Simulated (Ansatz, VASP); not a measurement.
## F: VASP beside Ansatz

```
F
1.0
     3.01000   -1.78866    0.18368
     3.01000    1.78866    0.18368
    -1.19507    0.00000    6.68170
F
4
Direct
  0.92110 0.58585 0.09400
  0.41415 0.07890 0.40600
  0.07890 0.41415 0.90600
  0.58585 0.92110 0.59400
```

Alike in both runs: functional PBEsol; k mesh 8 × 8 × 4; occupations gaussian, width 0.02 eV; no spin polarisation.

Ansatz relaxed the structure, and its values are those at the end. VASP's run is a single point on that final structure, the one shown.

```csv
,VASP,Ansatz
version,VASP 6.6.1,Ansatz 0.2.0
potentials or method,"VASP PAW PBE potentials, release 64 (F), cutoff 520 eV","scalar-relativistic, plane waves, PAW"
valence electrons in the cell,28,28
```

|  | VASP | Ansatz | Ansatz less VASP |
| --- | --- | --- | --- |
| gap on the k mesh at the Fermi level (eV) | 3.09 | 3.17 | +0.074 |
| least direct gap on the mesh (eV) | 3.10 | 3.17 | +0.073 |
| pressure (GPa) | 0.4 | 0.0 | -0.37 |
| rms of the force components (eV/Å) | 0.250 | 0.000 | -0.2500 |

VASP's potentials were made for PBE, not for PBEsol. One of these differences is far larger than is usual between the two programs; its cause wasn't traced.
